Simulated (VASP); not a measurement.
# KTaO3: single point with PBE

The system is KTaO3.

```
K Ta O
1.0
     4.06423    0.00000    0.00000
     0.00000    4.06423    0.00000
     0.00000    0.00000    4.06423
K Ta O
1 1 3
Direct
  0.50000 0.50000 0.50000
  0.00000 0.00000 0.00000
  0.50000 0.00000 0.00000
  0.00000 0.50000 0.00000
  0.00000 0.00000 0.50000
```

This cell differs from its parent crystal: volume scaled by 1.03.

```
Program                : VASP 6.6.1
Task                   : single point
Functional             : PBE
Potentials or basis    : VASP PAW PBE potentials, release 64 (K_sv, Ta_pv, O)
Cutoff                 : 520 eV
k mesh                 : 8 × 8 × 8
Occupations            : gaussian, width 0.02 eV
Spin                   : no spin polarisation
Dipole correction      : no
Further INCAR settings : ALGO = Normal; EDIFF = 1e-06; NBANDS = 27
```

The pressure is -4.7 GPa. The band gap on the k mesh is 2.05 eV, indirect (least direct gap 2.69 eV).

Levels at points of the mesh, in eV from the valence-band top:
| k point | band 17 | band 18 | band 19 | band 20 | band 21 | band 22 |
| --- | --- | --- | --- | --- | --- | --- |
| (0.00, 0.00, 0.00) | -0.64 | -0.64 | -0.64 | 2.05 | 2.05 | 2.05 |
| (0.50, 0.00, 0.00) | -1.38 | -0.84 | -0.84 | 2.18 | 4.65 | 4.65 |
| (0.50, 0.50, 0.00) | -1.36 | -1.36 | -0.04 | 4.68 | 4.68 | 5.87 |
| (0.50, 0.50, 0.50) | 0.00 | 0.00 | 0.00 | 5.97 | 5.97 | 5.97 |

Wall time 37 s on 1 thread of AMD EPYC 9R45 96-Core Processor (Zen 5), with other jobs on the host, peak memory 0.18 GiB.

Caveat: spin-orbit coupling is left out, which moves the levels of the heavy elements. A k mesh can miss the band edges.
